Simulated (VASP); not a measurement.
# Si10H5Cl in VASP: a series of runs

The runs below take Si10H5Cl through single point, with PBE.

Everything below comes from runs of VASP 6.6.1. Logs are shortened: lines on timing, memory, paths and dates and some standing lists are left out, and cuts for length are marked.

## (1) The cell of the first run

The cell holds a slab with vacuum, 32 atoms: a = 7.679 Å, b = 7.679 Å, c = 18.254 Å, α = 90.00°, β = 90.00°, γ = 90.00°.

## (2) Single point, PBE

Input file INCAR:

```
SYSTEM = Si10H5Cl
ALGO     = Normal         ! electronic algorithm
EDIFF    = 1E-6           ! SCF threshold, eV
ENCUT    = 520            ! plane-wave cutoff, eV
GGA      = PE             ! functional
ISIF     = 2              ! what is computed and relaxed
ISMEAR   = -1             ! smearing method
LASPH    = .TRUE.         ! aspherical terms in the spheres
LCHARG   = .TRUE.         ! write CHGCAR
LELF     = .TRUE.         ! ELF
LREAL    = Auto         
LVHAR    = .TRUE.       
LWAVE    = .FALSE.        ! write WAVECAR
NBANDS   = 74             ! bands
NELM     = 80             ! most SCF steps
PREC     = Accurate       ! precision mode
SIGMA    = 0.02           ! smearing width, eV
```

Input file KPOINTS:

```
k-points
0
G
  2 2 1
  0 0 0
```

Input file POSCAR:

```
Si10H5Cl
1.0
    7.6791800000      0.0000000000      0.0000000000
    0.0000000000      7.6791800000      0.0000000000
    0.0000000000      0.0000000000     18.2543620000
H Si Cl
10 20 2
Direct
    0.4093920184      0.0000000000      0.0547814270
    0.0906079816      0.0000000000      0.0547814270
    0.9093920184      0.0000000000      0.0547814270
    0.5906079816      0.0000000000      0.0547814270
    0.4093920184      0.5000000000      0.0547814270
    0.0906079816      0.5000000000      0.0547814270
    0.9093920184      0.5000000000      0.0547814270
    0.5906079816      0.5000000000      0.0547814270
    0.2552853299      0.4780230441      0.4708746874
    0.7552889762      0.4780471352      0.4708768786
    0.2500000000      0.0000000000      0.1021948069
    0.7500000000      0.0000000000      0.1021948069
    0.2500000000      0.5000000000      0.1021948069
    0.7500000000      0.5000000000      0.1021948069
    0.2590766202      0.2501459791      0.1733775741
    0.7590768806      0.2501463698      0.1733761498
    0.2538815342      0.7503409218      0.1793668823
    0.7538845293      0.7503413125      0.1793656223
    0.0108842350      0.2521502296      0.2458963507
    0.5108885324      0.2521438487      0.2458964603
    0.0053962793      0.7515652713      0.2566819372
    0.5054007068      0.7515558953      0.2566801294
    0.0165223370      0.0130026904      0.3266129487
    0.5165257228      0.0129920122      0.3266114148
    0.0054423780      0.4908495438      0.3266454889
    0.5054492797      0.4908431629      0.3266453246
    0.2716494469      0.0996584271      0.3931923230
    0.7716418941      0.0996549111      0.3931955551
    0.2556017700      0.4131428095      0.3933829624
    0.7556029420      0.4131416375      0.3933893170
    0.3481234976      1.0266661284      0.4995936314
    0.8480872958      1.0266412560      0.4995956035
```

Potentials or basis: VASP PAW PBE potentials, release 64 (H, Si, Cl).

Command:

```
> cat potpaw_PBE.64/H/POTCAR potpaw_PBE.64/Si/POTCAR potpaw_PBE.64/Cl/POTCAR > POTCAR
> mpirun -np 1 vasp_std > vasp.out
```

OUTCAR:

```text
SYSTEM = Si10H5Cl
   EDIFF = 1E-6
   ENCUT = 520
   GGA = PE
   ISIF = 2
   ISMEAR = -1
   LASPH = .TRUE.
   LREAL = Auto
   NELM = 80
   PREC = Accurate

 ion  position               nearest neighbor table
   1  0.409  0.000  0.055-  11 1.50
   2  0.091  0.000  0.055-  11 1.50
   3  0.909  0.000  0.055-  12 1.50
   4  0.591  0.000  0.055-  12 1.50
   5  0.409  0.500  0.055-  13 1.50
   6  0.091  0.500  0.055-  13 1.50
   7  0.909  0.500  0.055-  14 1.50
   8  0.591  0.500  0.055-  14 1.50
   9  0.255  0.478  0.471-  29 1.50
  10  0.755  0.478  0.471-  30 1.50
  11  0.250  0.000  0.102-   1 1.50   2 1.50  15 2.32  17 2.38
  12  0.750  0.000  0.102-   3 1.50   4 1.50  16 2.32  18 2.38
  13  0.250  0.500  0.102-   5 1.50   6 1.50  15 2.32  17 2.38
  14  0.750  0.500  0.102-   7 1.50   8 1.50  16 2.32  18 2.38
  15  0.259  0.250  0.173-  13 2.32  11 2.32  19 2.32  20 2.34
  16  0.759  0.250  0.173-  14 2.32  12 2.32  20 2.32  19 2.34
[... 12 lines left out ...]
  29  0.256  0.413  0.393-   9 1.50  26 2.35  25 2.35  27 2.41
  30  0.756  0.413  0.393-  10 1.50  25 2.35  26 2.35  28 2.41
  31  0.348  0.027  0.500-  27 2.11
  32  0.848  0.027  0.500-  28 2.11

  LATTYP: Found a simple tetragonal cell.
 ALAT       =     7.6791800000
 C/A-ratio  =     2.3771238596

  Lattice vectors:

 A1 = (   7.6791800000,   0.0000000000,   0.0000000000)
 A2 = (   0.0000000000,   7.6791800000,   0.0000000000)
 A3 = (   0.0000000000,   0.0000000000,  18.2543620000)

Analysis of symmetry for initial positions (statically):
=====================================================================
 Subroutine PRICEL returns:
 Original cell was already a primitive cell.

 Routine SETGRP: Setting up the symmetry group for a
 simple tetragonal supercell.

 Subroutine GETGRP returns: Found  1 space group operations
 (whereof  1 operations were pure point group operations)
 out of a pool of 16 trial point group operations.

The static configuration has the point symmetry C_1 .

Analysis of symmetry for dynamics (positions and initial velocities):
=====================================================================
 Subroutine PRICEL returns:
 Original cell was already a primitive cell.

 Routine SETGRP: Setting up the symmetry group for a
 simple tetragonal supercell.

 Subroutine GETGRP returns: Found  1 space group operations
 (whereof  1 operations were pure point group operations)
 out of a pool of 16 trial point group operations.

The dynamic configuration has the point symmetry C_1 .

 Subroutine INISYM returns: Found  1 space group operations
 (whereof  1 operations are pure point group operations),
 and found     1 'primitive' translations

----------------------------------------------------------------------------------------

                                     Primitive cell

  volume of cell :    1076.4562

  direct lattice vectors                    reciprocal lattice vectors
     7.679180000  0.000000000  0.000000000     0.130222237  0.000000000  0.000000000
     0.000000000  7.679180000  0.000000000     0.000000000  0.130222237  0.000000000
     0.000000000  0.000000000 18.254362000     0.000000000  0.000000000  0.054781427

  length of vectors
     7.679180000  7.679180000 18.254362000     0.130222237  0.130222237  0.054781427

  position of ions in fractional coordinates (direct lattice)
     0.409392018  0.000000000  0.054781427
     0.090607982  0.000000000  0.054781427
     0.909392018  0.000000000  0.054781427
     0.590607982  0.000000000  0.054781427
     0.409392018  0.500000000  0.054781427
     0.090607982  0.500000000  0.054781427
[... 24 lines left out ...]
     0.348123498  0.026666128  0.499593631
     0.848087296  0.026641256  0.499595603

  ion indices of the primitive-cell ions
   primitive index   ion index
                 1           1
                 2           2
                 3           3
                 4           4
                 5           5
                 6           6
[... 24 lines left out ...]
                31          31
[... 50 lines left out ...]
 non-spin polarized calculation
  energy-cutoff  :      520.00
  volume of cell :     1076.46
 maximum number of plane-waves:     29043
 NGX is ok and might be reduce to    60
   NGX = 29   NGY = 29   NGZ = 67

 number of electron     104.0000002 magnetization

 Free energy of the ion-electron system (eV)
  ---------------------------------------------------
  ext. energy  EPLUGINS =         0.00000000
  ---------------------------------------------------
  free energy    TOTEN  =      -145.17378716 eV

  energy without entropy =     -145.17378716  energy(sigma->0) =     -145.17378716

 E-fermi :  -0.3148     XC(G=0):  -4.9626

 val. band max:       -0.8087805598   @ k =   0.0000   0.5000   0.0000
 cond. band min:       0.5444419558   @ k =   0.0000   0.0000   0.0000
 fundamental gap:      1.3532225156
 Fermi energy:        -0.3147661646

 k-point     1 :       0.0000    0.0000    0.0000
  band No.  band energies     occupation
      1     -16.2705      2.00000
      2     -16.1398      2.00000
      3     -11.9631      2.00000
      4     -10.8873      2.00000
      5     -10.1579      2.00000
      6     -10.0862      2.00000
[... 56 lines left out ...]
     63       2.0847      0.00000
     64       2.4166      0.00000

 k-point     2 :       0.5000    0.0000    0.0000
  band No.  band energies     occupation
      1     -16.2062      2.00000
      2     -16.2060      2.00000
      3     -11.4403      2.00000
      4     -11.4403      2.00000
      5     -10.4358      2.00000
      6     -10.4357      2.00000
[... 56 lines left out ...]
     63       2.4459      0.00000
     64       2.4459      0.00000

 k-point     3 :       0.0000    0.5000    0.0000
  band No.  band energies     occupation
      1     -16.2703      2.00000
      2     -16.1397      2.00000
      3     -11.6561      2.00000
      4     -11.1839      2.00000
      5     -10.6065      2.00000
      6     -10.0060      2.00000
[... 56 lines left out ...]
     63       2.4313      0.00000
     64       2.5491      0.00000

 k-point     4 :       0.5000    0.5000    0.0000
  band No.  band energies     occupation
      1     -16.2060      2.00000
      2     -16.2059      2.00000
      3     -11.1230      2.00000
      4     -11.1230      2.00000
      5     -10.6742      2.00000
      6     -10.6741      2.00000
[... 56 lines left out ...]
     63       3.0046      0.00000
     64       3.0046      0.00000
 [bands above 64 left out]

------------------------ aborting loop because EDIFF is reached ----------------------------------------

  FORCE on cell =-STRESS in cart. coord.  units (eV):
  Direction    XX          YY          ZZ          XY          YZ          ZX
  --------------------------------------------------------------------------------------
  -------------------------------------------------------------------------------------
  Total       16.3395637      1.7922253     -0.0581348      1.1302274     -0.9881780     -4.8976879
  in kB       24.3195024      2.6675148     -0.0865268      1.6822095     -1.4707858     -7.2896274
  external PRESSURE =       8.9668301 kB  Pullay stress =       0.0000000 kB

 VOLUME and BASIS-vectors are now :
 -----------------------------------------------------------------------------
  energy-cutoff  :      520.00
  volume of cell :     1076.46
      direct lattice vectors                 reciprocal lattice vectors
     7.679180000  0.000000000  0.000000000     0.130222237  0.000000000  0.000000000
     0.000000000  7.679180000  0.000000000     0.000000000  0.130222237  0.000000000
     0.000000000  0.000000000 18.254362000     0.000000000  0.000000000  0.054781427

 POSITION                                       TOTAL-FORCE (eV/Angst)
 -----------------------------------------------------------------------------------
      3.14379      0.00000      1.00000        -0.647146     -0.098021     -0.036022
      0.69580      0.00000      1.00000         0.608856     -0.052089      0.039086
      6.98338      0.00000      1.00000        -0.647150     -0.098031     -0.036046
      4.53539      0.00000      1.00000         0.608860     -0.052088      0.039081
      3.14379      3.83959      1.00000        -0.652261      0.117755     -0.053156
      0.69580      3.83959      1.00000         0.597446      0.052443      0.051790
[... 24 lines left out ...]
      2.67330      0.20477      9.11976        -0.434120     -0.105780      0.029281
      6.51262      0.20458      9.11980        -0.433933     -0.105881      0.029505
 -----------------------------------------------------------------------------------
    total drift:                                0.013558     -0.001555      0.000839

  FREE ENERGIE OF THE ION-ELECTRON SYSTEM (eV)
  ---------------------------------------------------
  free  energy   TOTEN  =      -145.1737871614 eV

  energy  without entropy=     -145.1737871614  energy(sigma->0) =     -145.17378716
```

Run time: 26 min. Hardware: 1 thread of Intel Xeon 8259CL, shared host; peak memory 1 GiB.

Results:

| Item | Value |
| --- | --- |
| Free energy | -145.1738 eV |
| Largest force | 0.665 eV/Å |
| Band gap on the k mesh | 1.35 eV |

Forces in eV/Å, atoms in the order of the input:
```
H   -0.647 -0.098 -0.036
H    0.609 -0.052  0.039
H   -0.647 -0.098 -0.036
H    0.609 -0.052  0.039
H   -0.652  0.118 -0.053
H    0.597  0.052  0.052
H   -0.652  0.118 -0.053
H    0.597  0.052  0.052
H    0.017  0.003 -0.011
H    0.017  0.002 -0.010
Si   0.134 -0.228 -0.002
Si   0.134 -0.228 -0.002
Si   0.221  0.244  0.006
Si   0.221  0.244  0.005
Si   0.012 -0.010 -0.002
Si   0.012 -0.011 -0.002
Si   0.022  0.017 -0.002
Si   0.021  0.017 -0.002
Si   0.023  0.021 -0.012
Si   0.023  0.021 -0.012
Si   0.014 -0.003 -0.004
Si   0.014 -0.003 -0.004
Si   0.033  0.004  0.032
Si   0.033  0.004  0.032
Si   0.028  0.005 -0.027
Si   0.028  0.005 -0.027
Si   0.005  0.016 -0.011
Si   0.005  0.017 -0.011
Si   0.017  0.018  0.003
Si   0.017  0.018  0.002
Cl  -0.434 -0.106  0.029
Cl  -0.434 -0.106  0.030
```

Levels at points of the mesh, in eV from the valence-band top:
```tsv
k point	band 48	band 49	band 50	band 51	band 52	band 53	band 54	band 55	band 56	band 57
(0.00, 0.00, 0.00)	-0.74	-0.62	-0.49	-0.37	-0.21	1.35	1.60	1.71	1.89	2.24
(0.50, 0.00, 0.00)	-1.17	-0.70	-0.70	-0.39	-0.39	2.14	2.14	2.33	2.33	2.52
(0.00, 0.50, 0.00)	-1.18	-1.02	-0.94	-0.31	0.00	1.60	1.84	2.16	2.28	2.29
(0.50, 0.50, 0.00)	-1.22	-1.08	-1.08	-0.76	-0.76	2.25	2.25	2.31	2.31	2.87
```

Caveat: there is no dipole correction, which matters where the two faces differ.

[end of part 1 of 2]
